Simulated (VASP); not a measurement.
Wanted: the native input for a VASP 6.6.1 run.

- Task: single point
- Functional: PBE
- Potentials or basis: VASP PAW PBE potentials, release 64 (Sb)
- Cutoff: 520 eV
- k mesh: 11 × 11 × 11
- Occupations: fermi-dirac, width 0.1 eV
- Spin: no spin polarisation
- Dipole correction: no
- Further INCAR settings: ALGO = Normal; EDIFF = 1e-07; NBANDS = 12

The structure of Sb lies in POSCAR:

```
Sb
1.0
    2.0796260226     -1.2006726440      3.3995463872
    0.0000000000      2.4013452880      3.3995463872
   -2.0796260226     -1.2006726440      3.3995463872
Sb
2
Direct
    0.2499640547      0.2499640547      0.2499640547
   -0.2499640547     -0.2499640547     -0.2499640547
```

The input as run:

INCAR

```
SYSTEM = Sb
PREC = Accurate
ENCUT = 520
EDIFF = 1E-7
ISMEAR = -1
SIGMA = 0.1
LREAL = .FALSE.
LASPH = .TRUE.
NELM = 80
ALGO = Normal
ISIF = 2
LWAVE = .FALSE.
LCHARG = .FALSE.
GGA = PE
NBANDS = 12
```

KPOINTS

```
regular mesh
0
G
  11 11 11
  0 0 0
```

Potentials or basis: VASP PAW PBE potentials, release 64 (Sb).

Run with:

```console
$ cat potpaw_PBE.64/Sb/POTCAR > POTCAR
$ mpirun -np 1 vasp_std > vasp.out
```

Results of the run:

```
Pressure               : 13.3 GPa
Band gap on the k mesh : zero (band 5 reaches 9.51 eV, above the bottom of band 6 at 8.79 eV)
```

Caveat: spin-orbit coupling is left out, which moves the levels of the heavy elements.

It took 49 s on 1 thread of Intel(R) Xeon(R) Platinum 8259CL CPU @ 2.50GHz (Skylake/Cascade Lake), on a shared host, peak memory 0.22 GiB.
